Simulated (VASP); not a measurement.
Write the native input for VASP 6.6.1 that does the following.

```yaml
Task: single point
Functional: PBE
Potentials_or_basis: VASP PAW PBE potentials, release 64 (V_sv)
Cutoff: 520 eV
k_mesh: 18 × 18 × 18
Occupations: gaussian, width 0.1 eV
Spin: no spin polarisation
Dipole_correction: no
Further_INCAR_settings: ALGO = Fast; EDIFF = 1e-06; NBANDS = 20
```

The structure of V lies in POSCAR:

```
V
1.0
    2.9971751498      0.0000000000      0.0000000000
    0.0000000000      2.9971751498      0.0000000000
    0.0000000000      0.0000000000      2.9971751498
V
2
Direct
    0.0000000000      0.0000000000      0.0000000000
    0.5000000000      0.5000000000      0.5000000000
```

The input as run:

INCAR

```
PREC = Accurate
ENCUT = 520
EDIFF = 1E-6
ISMEAR = 0
SIGMA = 0.1
LREAL = F
LASPH = T
NELM = 100
ALGO = Fast
ISIF = 2
LWAVE = F
LCHARG = F
GGA = PE
NBANDS = 20
```

KPOINTS

```
regular mesh
0
Gamma
  18 18 18
```

Potentials or basis: VASP PAW PBE potentials, release 64 (V_sv).

Run with:

```console
$ cat potpaw_PBE.64/V_sv/POTCAR > POTCAR
$ mpirun -np 1 vasp_std > vasp.out
```

Results of the run:

- Pressure: 0.2 GPa
- Band gap on the k mesh: zero (band 13 reaches 11.36 eV, above the bottom of band 14 at 8.60 eV)

It took 60 s on 1 thread of Intel(R) Xeon(R) Platinum 8259CL CPU @ 2.50GHz (Skylake/Cascade Lake), on a shared host, peak memory 0.2 GiB.
